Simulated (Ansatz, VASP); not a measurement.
One calculation of Tc, two programs

The input INCAR:

```
SYSTEM = Tc
PREC = Accurate
ENCUT = 520
EDIFF = 1E-6
ISMEAR = -1
SIGMA = 0.05
LREAL = .False.
LASPH = .True.
NELM = 60
ALGO = Fast
ISIF = 2
LWAVE = .False.
LCHARG = .False.
GGA = RP
NBANDS = 20
```

File KPOINTS:

```
regular mesh
0
Gamma
  6 6 4
  0 0 0
```

POSCAR

```
Tc
1.0
    2.7400000000      0.0000000000      0.0000000000
   -1.3700000000      2.3729096064      0.0000000000
    0.0000000000      0.0000000000      4.3980000000
Tc
2
Direct
    0.6666666667      0.3333333333      0.7500000000
    0.3333333333      0.6666666667      0.2500000000
```

The input input.yaml:

```yaml
crystal:
  lattice:
    - [2.74, 0.0, 0.0]
    - [-1.37, 2.3729096064, 0.0]
    - [0.0, 0.0, 4.398]
  atoms:
    - { symbol: Tc, position: [0.6666666667, 0.3333333333, 0.75] }
    - { symbol: Tc, position: [0.3333333333, 0.6666666667, 0.25] }
hamiltonian:
  xc: rpbe
  pseudopotentials: { kind: paw }
kpoints:
  mp_grid: { grid: [6, 6, 4] }
  band_path:
    path:
      - [[0.0, 0.0, 0.0], [0.5, 0.0, 0.0], [0.3333333333, 0.3333333333, 0.0], [0.0, 0.0, 0.0], [0.0, 0.0, 0.5], [0.5, 0.0, 0.5], [0.3333333333, 0.3333333333, 0.5], [0.0, 0.0, 0.5]]
      - [[0.5, 0.0, 0.5], [0.5, 0.0, 0.0]]
      - [[0.3333333333, 0.3333333333, 0.0], [0.3333333333, 0.3333333333, 0.5]]
    npoints: 14
scf:
  occupations: { method: fermi_dirac, width: 0.05 }
  n_extra_bands: 6
output:
  forces: true
  stress: true
  eigenvalues: true
  fatbands: false
```

Alike in both runs: functional RPBE; k mesh 6 × 6 × 4; occupations fermi-dirac, width 0.05 eV; no spin polarisation.

|  | VASP | Ansatz |
| --- | --- | --- |
| version | VASP 6.6.1 | Ansatz 0.2.0 |
| potentials or method | VASP PAW PBE potentials, release 64 (Tc_pv) | Ansatz PAW earlier set |
| plane-wave cutoff (eV) | 520 | 500 |
| valence electrons in the cell | 26 | 30 |
| task | single point | band structure |

VASP gave:

* gap on the k mesh at the Fermi level (eV): none
* pressure (GPa): 6.9
* traceless stress, the component that is largest in VASP (GPa): -0.81

Problem. Which values does Ansatz return?

Solution. gap on the k mesh at the Fermi level (eV): none; pressure (GPa): 7.6; traceless stress, the component that is largest in VASP (GPa): -0.81.

VASP's potentials were made for PBE, not for RPBE. A gap of «none» marks a metal or a gap that the smearing closes. VASP's potentials hold 26 valence electrons a cell and Ansatz's 30, so a difference there can come from the potentials and not from the codes.

The k mesh is coarse, so the values compare programs but aren't converged.
